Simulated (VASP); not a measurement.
# MgBe3 (R3m) in VASP: a series of runs, part 2 of 2

VASP 6.6.1. The steps go on from the part before.

## (3) Relaxation of cell and atoms, PBE

This run uses another cell than the first one, of 14.04 Å³/atom, 0.910 times its volume.

INCAR

```
SYSTEM = MgBe3
PREC = Accurate ; ENCUT = 600
EDIFF = 1E-6 ; ISMEAR = 0
SIGMA = 0.1 ; LREAL = .False.
LASPH = .True. ; NELM = 100
ALGO = Normal ; ISIF = 3
LWAVE = .False. ; LCHARG = .False.
GGA = PE ; IBRION = 2
NSW = 90 ; EDIFFG = -0.04
```

KPOINTS

```
Automatic mesh
0
Gamma
  6 6 6
  0 0 0
```

POSCAR

```
MgBe3
1.0
    2.1038443043      1.2146550754      3.6637633700
   -2.1038443043      1.2146550754      3.6637633700
    0.0000000000     -2.4293101509      3.6637633700
Mg Be
1 3
Direct
    0.4522817341      0.4522817341      0.4522817341
    0.5000000000      0.1250000000      0.1250000000
    0.1250000000      0.5000000000      0.1250000000
    0.1250000000      0.1250000000      0.5000000000
```

Potentials or basis: VASP PAW PBE potentials, release 64 (Mg, Be).

Command:

```console
> cat potpaw_PBE.64/Mg/POTCAR potpaw_PBE.64/Be/POTCAR > POTCAR
> mpirun -np 1 vasp_std > vasp.out
```

OUTCAR:

```text
SYSTEM = MgBe3
   PREC = Accurate
   ENCUT = 600
   EDIFF = 1E-6
   ISMEAR = 0
   LREAL = .False.
   LASPH = .True.
   NELM = 100
   ISIF = 3
   GGA = PE
   IBRION = 2
   NSW = 90
   EDIFFG = -0.04

 ion  position               nearest neighbor table
   1  0.452  0.452  0.452-   4 2.40   3 2.40   2 2.40   4 2.57   4 2.57   3 2.57   2 2.57   3 2.57
                             2 2.57
   2  0.500  0.125  0.125-   3 1.58   4 1.58   1 2.40   1 2.57   1 2.57
   3  0.125  0.500  0.125-   2 1.58   4 1.58   1 2.40   1 2.57   1 2.57
   4  0.125  0.125  0.500-   2 1.58   3 1.58   1 2.40   1 2.57   1 2.57

  LATTYP: Found a trigonal (rhomboedric) cell.
 ALAT       =     4.3959879254
 COS(alpha) =     0.5419169661

  Lattice vectors:

 A1 = (   2.1038443043,   1.2146550754,   3.6637633700)
 A2 = (  -2.1038443043,   1.2146550754,   3.6637633700)
 A3 = (   0.0000000000,  -2.4293101509,   3.6637633700)
[... 379 lines left out ...]

  energy without entropy =      -10.37410772  energy(sigma->0) =      -10.37786594

 E-fermi :   2.4911     XC(G=0):  -8.5712

 val. band max:        2.4650429213   @ k =   0.1667   0.0000   0.0000
 cond. band min:       2.5239825523   @ k =   0.1667   0.1667   0.0000
 fundamental gap:      0.0589396310
 Fermi energy:         2.4911155712

 k-point     1 :       0.0000    0.0000    0.0000
  band No.  band energies     occupation
      1      -5.2068      2.00000
      2       0.4978      2.00000
      3       1.1115      2.00000
      4       3.4810      0.00000
      5       3.4810      0.00000
      6       4.1157      0.00000
      7       7.6226      0.00000
      8       7.6226      0.00000
[... 243 lines left out ...]
 k-point    24 :      -0.3333    0.5000    0.1667
  band No.  band energies     occupation
      1      -2.6395      2.00000
      2      -1.6737      2.00000
      3      -0.3315      2.00000
      4       0.2447      2.00000
      5       3.3673      0.00000
      6       4.1465      0.00000
      7       6.5685      0.00000
      8       8.0417      0.00000

 [... further k-points ...]
[... 5 lines left out ...]
  --------------------------------------------------------------------------------------
  -------------------------------------------------------------------------------------
  Total       -0.0077118     -0.0077118     -0.0039139      0.0000000      0.0000000      0.0000000
  in kB       -0.1998839     -0.1998839     -0.1014450      0.0000000      0.0000000      0.0000000
  external PRESSURE =      -0.1670709 kB  Pullay stress =       0.0000000 kB
[... 19 lines left out ...]
  FREE ENERGIE OF THE ION-ELECTRON SYSTEM (eV)
  ---------------------------------------------------
  free  energy   TOTEN  =       -10.3816241571 eV

  energy  without entropy=      -10.3741077162  energy(sigma->0) =      -10.37786594

 reached required accuracy - stopping structural energy minimisation
```

OSZICAR:

```text
N       E                     dE             d eps       ncg     rms          rms(c)
DAV:   1     0.122768332643E+02    0.12277E+02   -0.33850E+03   512   0.875E+02
DAV:   2    -0.913916142083E+01   -0.21416E+02   -0.21237E+02   744   0.106E+02
DAV:   3    -0.966349941596E+01   -0.52434E+00   -0.49733E+00   720   0.190E+01
DAV:   4    -0.966580880115E+01   -0.23094E-02   -0.23089E-02   800   0.137E+00
[... 146 lines left out ...]
       N       E                     dE             d eps       ncg     rms          rms(c)
DAV:   1    -0.103816399014E+02   -0.13926E-03   -0.36562E-03   576   0.391E-01    0.171E-02
DAV:   2    -0.103816295242E+02    0.10377E-04   -0.13876E-04   720   0.905E-02    0.936E-03
DAV:   3    -0.103816240550E+02    0.54692E-05   -0.29171E-05   792   0.298E-02    0.135E-03
DAV:   4    -0.103816241571E+02   -0.10204E-06   -0.19107E-06   512   0.111E-02
  19 F= -.10381624E+02 E0= -.10377866E+02  d E =-.123062E-03
```

CONTCAR:

```text
MgBe3
   1.00000000000000
     2.0415667011464085    1.1786990844486946    4.2812439524093957
    -2.0415667011464085    1.1786990844486946    4.2812439524093957
    -0.0000000000000000   -2.3573981690111632    4.2812439524150721
  Mg              Be
     1     3
Direct
     0.4428345057295751    0.4428345057295750    0.4428345057295872
     0.5852738397081045    0.0870866943312076    0.0870866943310904
     0.0870866943312076    0.5852738397081045    0.0870866943310904
     0.0870866943311104    0.0870866943311104    0.5852738397082299

  0.00000000E+00  0.00000000E+00  0.00000000E+00
  0.00000000E+00  0.00000000E+00  0.00000000E+00
  0.00000000E+00  0.00000000E+00  0.00000000E+00
  0.00000000E+00  0.00000000E+00  0.00000000E+00
```

It took 7.1 min on 1 thread of Intel Xeon 8259CL, shared host; peak memory 0.22 GiB.

What came out:

```yaml
Free_energy: -10.3816 eV
Relaxed_volume: 15.45 Å³/atom
Relaxed_cell: a = 4.887 Å, b = 4.887 Å, c = 4.887 Å, α = 49.38°, β = 49.38°, γ = 49.38°
Space_group_after_relaxing_to_0.05_Å: R3m (No. 160)
Energy_gained_by_relaxing: 1037.3 meV/atom
Ionic_steps: 19
Pressure_after_relaxing: 0.0 GPa
Largest_force_after_relaxing: 0.018 eV/Å
Band_gap_on_the_k_mesh: zero (band 4 reaches 3.48 eV, above the bottom of band 5 at 1.96 eV)
```

Forces on the atoms (eV/Å):
```
Mg   0.000  0.000  0.014
Be  -0.015 -0.008 -0.005
Be   0.015 -0.008 -0.005
Be   0.000  0.017 -0.005
```

Step by step:
```
step  energy change (eV)  largest force (eV/Å)  pressure (GPa)  volume (Å³)
   1              0.0000               10.5072           24.82        56.18
   2             -2.6663                2.4262           -4.71        75.70
   3             -3.8093                0.2274           -3.83        65.77
   4             -3.8110                0.2964           -3.66        65.57
   5             -3.8114                0.3720           -3.48        65.36
   6             -3.9171                0.1522           -1.25        62.51
   7             -3.9380                0.3894            0.31        60.93
   8             -3.9388                0.4461            0.66        60.60
   9             -3.9751                0.4314            0.72        60.59
  10             -4.0792                0.2776            0.99        60.44
  11             -4.0516                0.7784            2.87        59.64
  12             -4.1308                0.2020            1.26        60.23
  13             -4.1330                0.3840            1.72        60.04
  14             -4.1364                0.3025            1.51        60.12
  15             -4.1343                0.3283           -0.25        62.36
  16             -4.1474                0.0341            0.60        61.19
  17             -4.1492                0.0439           -0.12        61.90
  18             -4.1493                0.0421            0.01        61.77
  19             -4.1494                0.0176           -0.02        61.81
```

Final structure:
```cif
data_structure
_symmetry_space_group_name_H-M 'P 1'
_symmetry_Int_Tables_number 1
_cell_length_a 4.8874
_cell_length_b 4.8874
_cell_length_c 4.8874
_cell_angle_alpha 49.382
_cell_angle_beta 49.382
_cell_angle_gamma 49.382
_cell_volume 61.81
loop_
_atom_site_label
_atom_site_type_symbol
_atom_site_fract_x
_atom_site_fract_y
_atom_site_fract_z
_atom_site_occupancy
Mg1 Mg 0.44283 0.44283 0.44283 1
Be1 Be 0.58527 0.08709 0.08709 1
Be2 Be 0.08709 0.58527 0.08709 1
Be3 Be 0.08709 0.08709 0.58527 1
```

## (4) Single point, PBE

This run uses another cell than the first one, of 15.48 Å³/atom, 1.003 times its volume.

INCAR

```
PREC     = Accurate       # precision mode
ENCUT    = 520            # plane-wave cutoff, eV
EDIFF    = 1E-6           # SCF threshold, eV
ISMEAR   = 0              # smearing method
SIGMA    = 0.1            # smearing width, eV
LREAL    = F              # projectors in reciprocal space
LASPH    = T              # aspherical terms in the spheres
NELM     = 60             # most SCF steps
ALGO     = Normal         # electronic algorithm
ISIF     = 2              # what is computed and relaxed
LWAVE    = F              # write WAVECAR
LCHARG   = F              # write CHGCAR
GGA      = PE             # functional
NBANDS   = 12             # bands
```

KPOINTS

```
regular mesh
0
Gamma
  12 12 12
```

POSCAR

```
MgBe3
1.0
    2.0389237374      1.1771731686      4.2990112134
   -2.0389237374      1.1771731686      4.2990112134
    0.0000000000     -2.3543463373      4.2990112134
Mg Be
1 3
Direct
    0.5572644172      0.5572644172      0.5572644172
    0.9128061022      0.9128061022      0.4148416442
    0.9128061022      0.4148416442      0.9128061022
    0.4148416442      0.9128061022      0.9128061022
```

Command:

```console
> cat potpaw_PBE.64/Mg/POTCAR potpaw_PBE.64/Be/POTCAR > POTCAR
> mpirun -np 1 vasp_std > vasp.out
```

Run time: 4.1 min. Hardware: 1 thread of Intel Xeon 8259CL, shared host; peak memory 0.3 GiB.

It converged, with:

```yaml
Free_energy: -10.4210 eV
Pressure: 0.0 GPa
Band_gap_on_the_k_mesh: zero (band 4 reaches 3.48 eV, above the bottom of band 5 at 1.95 eV)
```

Forces in eV/Å, atoms in the order of the input:
```
Mg   0.000  0.000 -0.002
Be   0.000  0.003  0.001
Be   0.002 -0.001  0.001
Be  -0.002 -0.001  0.001
```

Stress tensor (GPa, compression positive):
```
 0.00  0.00  0.00
 0.00  0.00  0.00
 0.00  0.00 -0.09
```

Levels at points of the mesh, in eV from the Fermi level:
```tsv
k point	band 1	band 2	band 3	band 4	band 5	band 6	band 7	band 8
(0.00, 0.00, 0.00)	-7.74	-2.06	-1.46	0.95	0.95	1.51	5.11	5.11
(0.50, 0.00, 0.00)	-5.46	-5.05	-1.24	-0.47	0.70	0.72	3.39	4.35
(0.50, 0.50, 0.00)	-5.08	-4.72	-2.04	-1.26	-0.58	0.07	6.16	7.15
(0.50, 0.50, 0.50)	-6.78	-4.80	-1.91	0.78	0.78	4.68	4.68	5.79
```

## (5) Relaxation of cell and atoms, PBE

INCAR

```
SYSTEM = MgBe3
ALGO     = Fast           ! electronic algorithm
EDIFF    = 1E-7           ! SCF threshold, eV
EDIFFG   = -0.01          ! ionic threshold
ENCUT    = 600            ! plane-wave cutoff, eV
GGA      = PE             ! functional
IBRION   = 2              ! ionic algorithm
ISIF     = 3              ! what is computed and relaxed
ISMEAR   = 0              ! smearing method
LASPH    = .True.         ! aspherical terms in the spheres
LCHARG   = .False.        ! write CHGCAR
LREAL    = .False.        ! projectors in reciprocal space
LWAVE    = .False.        ! write WAVECAR
NELM     = 60             ! most SCF steps
NSW      = 100            ! ionic steps
PREC     = Accurate       ! precision mode
SIGMA    = 0.1            ! smearing width, eV
```

KPOINTS

```
k-points
0
Gamma
  12 12 12
  0 0 0
```

POSCAR

```
MgBe3
1.0
    2.0410819855      1.1784192337      4.2761473263
   -2.0410819855      1.1784192337      4.2761473263
    0.0000000000     -2.3568384675      4.2761473263
Mg Be
1 3
Direct
    0.5566540896      0.5566540896      0.5566540896
    0.9130068640      0.9130068640      0.4150504483
    0.9130068640      0.4150504483      0.9130068640
    0.4150504483      0.9130068640      0.9130068640
```

Command:

```console
> cat potpaw_PBE.64/Mg/POTCAR potpaw_PBE.64/Be/POTCAR > POTCAR
> mpirun -np 1 vasp_std > vasp.out
```

Run time: 12 min. Hardware: 1 thread of Intel Xeon 8259CL, shared host; peak memory 0.35 GiB.

Results (log left out):

```
Free energy                            : -10.4211 eV
Relaxed volume                         : 15.47 Å³/atom
Relaxed cell                           : a = 4.899 Å, b = 4.899 Å, c = 4.899 Å, α = 49.19°, β = 49.19°, γ = 49.19°
Space group after relaxing (to 0.05 Å) : R3m (No. 160)
Energy gained by relaxing              : 0.2 meV/atom
Ionic steps                            : 5
Pressure after relaxing                : 0.0 GPa
Largest force after relaxing           : 0.008 eV/Å
Band gap on the k mesh                 : zero (band 4 reaches 3.48 eV, above the bottom of band 5 at 1.95 eV)
```

Forces on the atoms (eV/Å):
```
Mg   0.000  0.000  0.008
Be   0.000 -0.007 -0.003
Be  -0.006  0.004 -0.003
Be   0.006  0.004 -0.003
```

Step by step:
```
step  energy change (eV)  largest force (eV/Å)  pressure (GPa)  volume (Å³)
   1              0.0000                0.0461            0.09        61.71
   2             -0.0004                0.0335            0.04        61.79
   3             -0.0006                0.0199           -0.01        61.88
   4             -0.0006                0.0162           -0.02        61.90
   5             -0.0006                0.0079           -0.02        61.89
```

Final structure:
```
CELL_PARAMETERS angstrom
2.03915 1.17730 4.29658
-2.03915 1.17730 4.29658
0.00000 -2.35460 4.29658
ATOMIC_POSITIONS crystal
Mg 0.55716 0.55716 0.55716
Be 0.91288 0.91288 0.41479
Be 0.91288 0.41479 0.91288
Be 0.41479 0.91288 0.91288
```

Levels at points of the mesh, in eV from the Fermi level:
| k point | band 2 | band 3 | band 4 | band 5 | band 6 | band 7 |
| --- | --- | --- | --- | --- | --- | --- |
| (0.00, 0.00, 0.00) | -2.05 | -1.45 | 0.95 | 0.95 | 1.52 | 5.11 |
| (0.50, 0.00, 0.00) | -5.05 | -1.24 | -0.46 | 0.70 | 0.72 | 3.39 |
| (0.50, 0.50, 0.00) | -4.72 | -2.04 | -1.26 | -0.58 | 0.06 | 6.16 |
| (0.50, 0.50, 0.50) | -4.80 | -1.91 | 0.77 | 0.77 | 4.68 | 4.68 |

## (6) Summary

| task | cell | k mesh | cutoff (eV) | gap on the mesh (eV) | pressure (GPa) | relaxed volume (Å³/atom) | largest force (eV/Å) |
| --- | --- | --- | --- | --- | --- | --- | --- |
| single point | a = 4.883 Å, angles 49.4°, 4 atoms | 6 × 6 × 6 | 520 | none | 0.1 | - | 0.03 |
| relaxation of cell and atoms | relaxed from a = 4.396 Å, angles 57.2°, 4 atoms | 6 × 6 × 6 | 600 | none | 0.0 | 15.45 | 0.02 |
| single point | a = 4.901 Å, angles 49.2°, 4 atoms | 12 × 12 × 12 | 520 | none | 0.0 | - | - |
| relaxation of cell and atoms | relaxed from a = 4.883 Å, angles 49.4°, 4 atoms | 12 × 12 × 12 | 600 | none | 0.0 | 15.47 | 0.01 |

Alike in all rows: level PBE; potentials or basis VASP PAW PBE potentials, release 64 (Mg, Be); no spin polarisation; smearing gaussian 0.1 eV.

Absolute energies hang on the potentials; compare differences alone.
